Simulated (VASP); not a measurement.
# Cs8Sn3Pb5Br24 (P1) in VASP: relaxation of volume and atoms at fixed shape with PBEsol

Aim: the relaxation of volume and atoms at fixed shape of Cs8Sn3Pb5Br24 with PBEsol.

Program: VASP 6.6.1. These are calculated values, not measurements. Logs are shortened: lines on timing, memory, paths and dates and some standing lists are left out, and cuts for length are marked.

## (1) The cell of the first run

The typed cell holds 40 atoms: a = 11.663 Å, b = 11.663 Å, c = 11.663 Å, α = 90.00°, β = 90.00°, γ = 90.00°.

## (2) Relaxation of volume and atoms at fixed shape, PBEsol

The input, INCAR:

```
PREC = Accurate
ENCUT = 600
EDIFF = 1E-7
ISMEAR = -1
SIGMA = 0.05
LREAL = Auto
LASPH = True
NELM = 60
ALGO = Normal
ISIF = 8
LWAVE = False
LCHARG = False
GGA = PS
IBRION = 2
NSW = 100
EDIFFG = -0.03
ISYM = 0
LUSENCCL = False
```

The input, KPOINTS:

```
Automatic mesh
0
Gamma
  1 1 1
  0.25 0.25 0.25
```

The input, POSCAR:

```
Cs8Sn3Pb5Br24
1.0
   11.6632650000      0.0000000000      0.0000000000
    0.0000000000     11.6632650000      0.0000000000
    0.0000000000      0.0000000000     11.6632650000
Cs Sn Pb Br
8 3 5 24
Direct
    0.0020910000      0.9977970000      0.0023310000
    0.0006310000      0.0019630000      0.5044810000
    0.0013360000      0.4979100000      0.0011850000
    0.9977510000      0.4991820000      0.5005420000
    0.5009120000      0.0024290000      0.0023400000
    0.4996570000      0.0014740000      0.5001600000
    0.4999860000      0.4984730000      0.0002320000
    0.5003820000      0.5016530000      0.4970390000
    0.2498320000      0.2493240000      0.2506300000
    0.2503890000      0.2497310000      0.7494170000
    0.2496390000      0.7468240000      0.7541000000
    0.2498930000      0.7501000000      0.2492230000
    0.7537900000      0.2484170000      0.2507660000
    0.7473670000      0.2501290000      0.7518360000
    0.7511410000      0.7506220000      0.2505310000
    0.7527320000      0.7494400000      0.7491330000
    0.2490310000      0.2489600000      0.0008960000
    0.2507550000      0.2517110000      0.4980410000
    0.2510490000      0.7496160000      0.9992720000
    0.2505710000      0.7476960000      0.4985030000
    0.7511390000      0.2495970000      0.9976810000
    0.7481880000      0.2526540000      0.4987380000
    0.7511220000      0.7474750000      0.0017010000
    0.7490460000      0.7503780000      0.4991340000
    0.9970570000      0.2517780000      0.2503880000
    0.0002240000      0.2511650000      0.7492130000
    0.9995320000      0.7495420000      0.2469910000
    0.0016850000      0.7509220000      0.7502540000
    0.4994940000      0.2489740000      0.2494310000
    0.4974710000      0.2503200000      0.7494860000
    0.5023260000      0.7493670000      0.2485710000
    0.5030540000      0.7475170000      0.7480440000
    0.2532760000      0.9991190000      0.2511120000
    0.2511190000      0.9970240000      0.7515930000
    0.2499130000      0.5005230000      0.2500970000
    0.2529070000      0.5017750000      0.7501910000
    0.7469310000      0.9989530000      0.2533460000
    0.7507830000      0.0015210000      0.7499920000
    0.7485960000      0.5004920000      0.2509190000
    0.7498020000      0.5032140000      0.7485250000
```

Potentials or basis: VASP PAW PBE potentials, release 64 (Cs_sv, Sn_d, Pb_d, Br).

Started as:

```console
> cat potpaw_PBE.64/Cs_sv/POTCAR potpaw_PBE.64/Sn_d/POTCAR potpaw_PBE.64/Pb_d/POTCAR potpaw_PBE.64/Br/POTCAR > POTCAR
> mpirun -np 1 vasp_std > vasp.out
```

OUTCAR:

```text
PREC = Accurate
   ENCUT = 600
   EDIFF = 1E-7
   ISMEAR = -1
   LREAL = Auto
   LASPH = True
   NELM = 60
   ISIF = 8
   GGA = PS
   IBRION = 2
   NSW = 100
   EDIFFG = -0.03
   ISYM = 0

 ion  position               nearest neighbor table
   1  0.002  0.998  0.002-
   2  0.001  0.002  0.504-
   3  0.001  0.498  0.001-
   4  0.998  0.499  0.501-
   5  0.501  0.002  0.002-
   6  0.500  0.001  0.500-
   7  0.500  0.498  0.000-
   8  0.500  0.502  0.497-
   9  0.250  0.249  0.251-  18 2.89  29 2.91  17 2.91  33 2.92  35 2.93  25 2.95
  10  0.250  0.250  0.749-  30 2.88  26 2.92  18 2.93  17 2.93  36 2.94  34 2.95
  11  0.250  0.747  0.754-  36 2.86  19 2.86  28 2.89  34 2.92  32 2.96  20 2.98
  12  0.250  0.750  0.249-  33 2.90  20 2.91  35 2.91  19 2.92  27 2.92  31 2.94
  13  0.754  0.248  0.251-  25 2.84  22 2.89  37 2.91  39 2.94  21 2.95  29 2.97
  14  0.747  0.250  0.752-  21 2.87  38 2.90  30 2.91  26 2.95  22 2.95  40 2.95
  15  0.751  0.751  0.251-  37 2.90  27 2.90  24 2.90  31 2.90  23 2.90  39 2.92
  16  0.753  0.749  0.749-  40 2.87  28 2.90  32 2.91  24 2.92  38 2.94  23 2.95
  17  0.249  0.249  0.001-   9 2.91  10 2.93
  18  0.251  0.252  0.498-   9 2.89  10 2.93
  19  0.251  0.750  0.999-  11 2.86  12 2.92
  20  0.251  0.748  0.499-  12 2.91  11 2.98
  21  0.751  0.250  0.998-  14 2.87  13 2.95
  22  0.748  0.253  0.499-  13 2.89  14 2.95
[... 16 lines left out ...]
  39  0.749  0.500  0.251-  15 2.92  13 2.94
  40  0.750  0.503  0.749-  16 2.87  14 2.95

IMPORTANT INFORMATION: All symmetrisations will be switched off!
NOSYMM: (Re-)initialisation of all symmetry stuff for point group C_1.

----------------------------------------------------------------------------------------

                                     Primitive cell

  volume of cell :    1586.5744

  direct lattice vectors                    reciprocal lattice vectors
    11.663265000  0.000000000  0.000000000     0.085739285  0.000000000  0.000000000
     0.000000000 11.663265000  0.000000000     0.000000000  0.085739285  0.000000000
     0.000000000  0.000000000 11.663265000     0.000000000  0.000000000  0.085739285

  length of vectors
    11.663265000 11.663265000 11.663265000     0.085739285  0.085739285  0.085739285

  position of ions in fractional coordinates (direct lattice)
     0.002091000  0.997797000  0.002331000
     0.000631000  0.001963000  0.504481000
     0.001336000  0.497910000  0.001185000
     0.997751000  0.499182000  0.500542000
     0.500912000  0.002429000  0.002340000
     0.499657000  0.001474000  0.500160000
[... 32 lines left out ...]
     0.748596000  0.500492000  0.250919000
     0.749802000  0.503214000  0.748525000

  ion indices of the primitive-cell ions
   primitive index   ion index
                 1           1
                 2           2
                 3           3
                 4           4
                 5           5
                 6           6
[... 32 lines left out ...]
                39          39
                40          40

----------------------------------------------------------------------------------------

 KPOINTS: Automatic mesh

Automatic generation of k-mesh.
 Grid dimensions read from file:
 generate k-points for:    1    1    1

 Generating k-lattice:

  Cartesian coordinates                     Fractional coordinates (reciprocal lattice)
     0.085739285  0.000000000  0.000000000     1.000000000  0.000000000  0.000000000
     0.000000000  0.085739285  0.000000000     0.000000000  1.000000000  0.000000000
     0.000000000  0.000000000  0.085739285     0.000000000  0.000000000  1.000000000

  Length of vectors
     0.085739285  0.085739285  0.085739285

  Shift w.r.t. Gamma in fractional coordinates (k-lattice)
     0.250000000  0.250000000  0.250000000

 Subroutine IBZKPT returns following result:
 ===========================================

 Found      4 irreducible k-points:

 Following reciprocal coordinates:
            Coordinates               Weight
  0.250000  0.250000  0.250000      2.000000
 -0.250000  0.250000  0.250000      2.000000
 -0.250000 -0.250000  0.250000      2.000000
  0.250000 -0.250000  0.250000      2.000000
   k-points           NKPTS =      4   k-points in BZ     NKDIM =      4   number of bands    NBANDS=    211
   number of dos      NEDOS =    301   number of ions     NIONS =     40
   total plane-waves  NPLWV = 884736
   dimension x,y,z NGX =    96 NGY =   96 NGZ =   96
   dimension x,y,z NGXF=   192 NGYF=  192 NGZF=  192
   ions per type =               8   3   5  24
   NGX,Y,Z   is equivalent  to a cutoff of  13.68, 13.68, 13.68 a.u.
   NGXF,Y,Z  is equivalent  to a cutoff of  27.37, 27.37, 27.37 a.u.
 SYSTEM =  unknown system
   PREC   = accura    normal or accurate (medium, high low for compatibility)
   ISTART =      0    job   : 0-new  1-cont  2-samecut
   ICHARG =      2    charge: 1-file 2-atom 10-const
   ISPIN  =      1    spin polarized calculation?
   LNONCOLLINEAR =      F non collinear calculations
   LSORBIT =      F    spin-orbit coupling
   LASPH  =      T    aspherical Exc in radial PAW
   ENCUT  =  600.0 eV  44.10 Ry    6.64 a.u.  23.29 23.29 23.29*2*pi/ulx,y,z
   NELM   =     60;   NELMIN=  2; NELMDL= -5     # of ELM steps
   EDIFF  = 0.1E-06   stopping-criterion for ELM
   LREAL  =      T    real-space projection
   EDIFFG = -.3E-01   stopping-criterion for IOM
   NSW    =    100    number of steps for IOM
   IBRION =      2    ionic relax: 0-MD 1-quasi-New 2-CG
   NFREE  =      1    steps in history (QN), initial steepest desc. (CG)
   ISIF   =      8    stress and relaxation
   ISYM   =      0    0-nonsym 1-usesym 2-fastsym
   POTIM  = 0.5000    time-step for ionic-motion
   TEBEG  =    0.0;   TEEND  =   0.0 temperature during run
   PSTRESS=    0.0 pullay stress
   NELECT =     352.0000    total number of electrons
   NUPDOWN=      -1.0000    fix difference up-down
   EMIN   =  10.00;   EMAX   =-10.00  energy-range for DOS
   EFERMI =   0.00;   METHOD = LEGACY
   ISMEAR =    -1;   SIGMA  =   0.05  broadening in eV -4-tet -1-fermi 0-gaus
   EFERMI_NEDOS =   21; number of points for ismear=-14 and -15
   IALGO  =     38    algorithm
   IMIX   =      4    mixing-type and parameters
     AMIX     =   0.40;   BMIX     =  1.00
     AMIX_MAG =   1.60;   BMIX_MAG =  1.00
  volume/ion in A,a.u.               =      39.66       267.67
  Fermi-wavevector in a.u.,A,eV,Ry     =   0.991065  1.872842 13.363782  0.982210
  Thomas-Fermi vector in A             =   2.122780
   LORBIT       =      0    0 simple, 1 ext, 2 COOP (PROOUT), +10 PAW based schemes
   GGA     = PS    functional components
   LHFCALC =     F    Hartree Fock is set to
   AEXX    =    0.0000 exact exchange contribution
   IVDW    =     0    specifies the selected vdW correction
   LEPSILON=     F    determine dielectric tensor
   LRPA    =     F    only Hartree local field effects (RPA)
 conjugate gradient relaxation of ions
 non-spin polarized calculation
  energy-cutoff  :      600.00
  volume of cell :     1586.57
 maximum number of plane-waves:     52929
 NGX is ok and might be reduce to    96
   NGX = 47   NGY = 47   NGZ = 47

--------------------------------------- Ionic step        1  -------------------------------------------

 number of electron     352.0000001 magnetization

 Free energy of the ion-electron system (eV)
  ---------------------------------------------------
  ext. energy  EPLUGINS =         0.00000000
  ---------------------------------------------------
  free energy    TOTEN  =      -134.75034220 eV

  energy without entropy =     -134.75034220  energy(sigma->0) =     -134.75034220

------------------------ aborting loop because EDIFF is reached ----------------------------------------

  FORCE on cell =-STRESS in cart. coord.  units (eV):
  Direction    XX          YY          ZZ          XY          YZ          ZX
  --------------------------------------------------------------------------------------
  -------------------------------------------------------------------------------------
  Total       -0.8647020     -0.9916875     -0.9409683      0.0370020      0.0309577      0.0289109
  in kB       -0.8732058     -1.0014401     -0.9502221      0.0373659      0.0312621      0.0291952
  external PRESSURE =      -0.9416227 kB  Pullay stress =       0.0000000 kB
[... 355 lines left out ...]
  energy  without entropy=     -134.8494408493  energy(sigma->0) =     -134.84944085

--------------------------------------- Ionic step        6  -------------------------------------------

 number of electron     352.0000021 magnetization

 Free energy of the ion-electron system (eV)
  ---------------------------------------------------
  ext. energy  EPLUGINS =         0.00000000
  ---------------------------------------------------
  free energy    TOTEN  =      -134.85107716 eV

  energy without entropy =     -134.85107716  energy(sigma->0) =     -134.85107716

 E-fermi :   2.0384     XC(G=0):  -7.9078

 val. band max:        0.8481422864   @ k =   0.2500   0.2500   0.2500
 cond. band min:       3.4312042541   @ k =  -0.2500   0.2500   0.2500
 fundamental gap:      2.5830619678
 Fermi energy:         2.0384113244

 k-point     1 :       0.2500    0.2500    0.2500
  band No.  band energies     occupation
      1     -20.1051      2.00000
      2     -20.0982      2.00000
      3     -20.0904      2.00000
      4     -20.0846      2.00000
      5     -20.0824      2.00000
      6     -20.0808      2.00000
[... 180 lines left out ...]
    187       4.2419      0.00000
    188       4.2450      0.00000

 k-point     2 :      -0.2500    0.2500    0.2500
  band No.  band energies     occupation
      1     -20.1051      2.00000
      2     -20.0982      2.00000
      3     -20.0904      2.00000
      4     -20.0846      2.00000
      5     -20.0824      2.00000
      6     -20.0808      2.00000
[... 180 lines left out ...]
    187       4.2410      0.00000
    188       4.2454      0.00000

 k-point     3 :      -0.2500   -0.2500    0.2500
  band No.  band energies     occupation
      1     -20.1051      2.00000
      2     -20.0982      2.00000
      3     -20.0904      2.00000
      4     -20.0846      2.00000
      5     -20.0824      2.00000
      6     -20.0808      2.00000
[... 180 lines left out ...]
    187       4.2407      0.00000
    188       4.2457      0.00000

 k-point     4 :       0.2500   -0.2500    0.2500
  band No.  band energies     occupation
      1     -20.1051      2.00000
      2     -20.0982      2.00000
      3     -20.0904      2.00000
      4     -20.0846      2.00000
      5     -20.0824      2.00000
      6     -20.0808      2.00000
[... 180 lines left out ...]
    187       4.2405      0.00000
    188       4.2459      0.00000
 [bands above 188 left out]

------------------------ aborting loop because EDIFF is reached ----------------------------------------

  FORCE on cell =-STRESS in cart. coord.  units (eV):
  Direction    XX          YY          ZZ          XY          YZ          ZX
  --------------------------------------------------------------------------------------
  -------------------------------------------------------------------------------------
  Total       -0.2647840     -0.1331729     -0.1127929      0.0172417      0.0020527     -0.0102156
  in kB       -0.2687567     -0.1351710     -0.1144852      0.0175004      0.0020835     -0.0103689
  external PRESSURE =      -0.1728043 kB  Pullay stress =       0.0000000 kB
[... 55 lines left out ...]
  FREE ENERGIE OF THE ION-ELECTRON SYSTEM (eV)
  ---------------------------------------------------
  free  energy   TOTEN  =      -134.8510771598 eV

  energy  without entropy=     -134.8510771597  energy(sigma->0) =     -134.85107716

 reached required accuracy - stopping structural energy minimisation
```

Wall time 14 min (1 × NVIDIA H100 80GB with 1 thread of AMD EPYC 7R13 (Zen 3), shared host); peak memory 2.7 GiB.

What came out:

```yaml
Free_energy: -134.8511 eV
Relaxed_volume: 39.46 Å³/atom
Relaxed_cell: a = 11.643 Å, b = 11.643 Å, c = 11.643 Å, α = 90.00°, β = 90.00°, γ = 90.00°
Space_group_after_relaxing_to_0.1_Å: P1 (No. 1)
Energy_gained_by_relaxing: 2.5 meV/atom
Ionic_steps: 6
Pressure_after_relaxing: 0.0 GPa
Largest_force_after_relaxing: 0.027 eV/Å
Band_gap_on_the_k_mesh: 2.58 eV
```

Forces on the atoms (eV/Å):
```
Cs   0.017  0.002 -0.010
Cs   0.014  0.001  0.007
Cs   0.015  0.000 -0.007
Cs   0.020 -0.004  0.007
Cs  -0.016 -0.001 -0.007
Cs  -0.010  0.001  0.005
Cs  -0.014  0.003 -0.010
Cs  -0.014 -0.005  0.014
Sn  -0.011  0.001 -0.001
Sn   0.010  0.010 -0.002
Sn  -0.008  0.014 -0.021
Pb  -0.009  0.004 -0.021
Pb   0.000  0.004 -0.001
Pb   0.013 -0.012  0.005
Pb  -0.004  0.010  0.001
Pb   0.004 -0.010 -0.004
Br   0.007  0.005  0.006
Br  -0.007 -0.021  0.008
Br   0.001  0.000  0.018
Br   0.001  0.012  0.009
Br  -0.011  0.003  0.001
Br   0.009 -0.015  0.005
Br  -0.006  0.018  0.000
Br   0.015 -0.007 -0.003
Br  -0.001 -0.017  0.001
Br   0.002 -0.008 -0.003
Br  -0.007  0.006  0.013
Br  -0.017 -0.003 -0.004
Br   0.018  0.010 -0.004
Br   0.015 -0.009  0.009
Br  -0.003 -0.002  0.010
Br  -0.007  0.019  0.012
Br  -0.016 -0.009 -0.002
Br  -0.008  0.004 -0.020
Br   0.006  0.010 -0.004
Br  -0.022  0.000  0.004
Br   0.013  0.001 -0.016
Br  -0.004 -0.015 -0.002
Br   0.009  0.005 -0.006
Br   0.007 -0.007  0.012
```

The path:
| step | energy change (eV) | largest force (eV/Å) | pressure (GPa) | volume (Å³) |
| --- | --- | --- | --- | --- |
| 1 | 0.0000 | 0.4485 | -0.09 | 1586.57 |
| 2 | -0.0541 | 0.2952 | -0.04 | 1581.23 |
| 3 | -0.0947 | 0.0683 | 0.09 | 1571.10 |
| 4 | -0.0987 | 0.0496 | 0.00 | 1577.27 |
| 5 | -0.0991 | 0.0385 | -0.03 | 1579.45 |
| 6 | -0.1007 | 0.0269 | -0.02 | 1578.49 |

Final structure:
```
Cs Sn Pb Br
1.0
    11.64343    0.00000    0.00000
     0.00000   11.64343    0.00000
     0.00000    0.00000   11.64343
Cs Sn Pb Br
8 3 5 24
Direct
  0.00238 0.99781 0.00193
  0.00096 0.00183 0.50474
  0.00143 0.49796 0.00113
  0.99813 0.49922 0.50058
  0.50060 0.00222 0.00223
  0.49942 0.00119 0.50022
  0.49991 0.49879 0.00016
  0.50014 0.50185 0.49722
  0.25046 0.24991 0.25013
  0.24950 0.24919 0.75000
  0.25164 0.74858 0.75064
  0.25066 0.74968 0.25050
  0.75011 0.24971 0.25001
  0.74903 0.25089 0.74980
  0.75055 0.74963 0.25005
  0.75115 0.75060 0.75014
  0.24921 0.24918 0.99964
  0.25045 0.25103 0.49975
  0.25091 0.74958 0.99699
  0.25035 0.74813 0.50255
  0.75080 0.24966 0.99992
  0.74851 0.25223 0.49985
  0.75112 0.74811 0.99998
  0.74976 0.75028 0.50012
  0.00281 0.25116 0.25039
  0.00210 0.25098 0.74905
  0.00080 0.74986 0.24727
  0.00482 0.75067 0.75022
  0.49684 0.24927 0.24919
  0.49595 0.25011 0.74980
  0.50039 0.74931 0.24868
  0.49880 0.74805 0.74854
  0.25260 0.00275 0.25096
  0.25089 0.99938 0.75112
  0.25001 0.49687 0.24972
  0.25212 0.49912 0.75055
  0.74747 0.99981 0.25291
  0.75072 0.00089 0.74992
  0.74896 0.49955 0.25070
  0.75014 0.50069 0.74877
```

Levels at points of the mesh, in eV from the valence-band top:
```tsv
k point	band 174	band 175	band 176	band 177	band 178	band 179
(0.25, 0.25, 0.25)	-0.57	-0.36	0.00	2.59	2.60	2.93
```

Caveat: the PAW data sets were made with another functional, which shifts forces and pressure a little; spin-orbit coupling is left out, which moves the levels of the heavy elements; a shifted mesh leaves out Γ, where band edges can lie. A k mesh can miss the band edges.
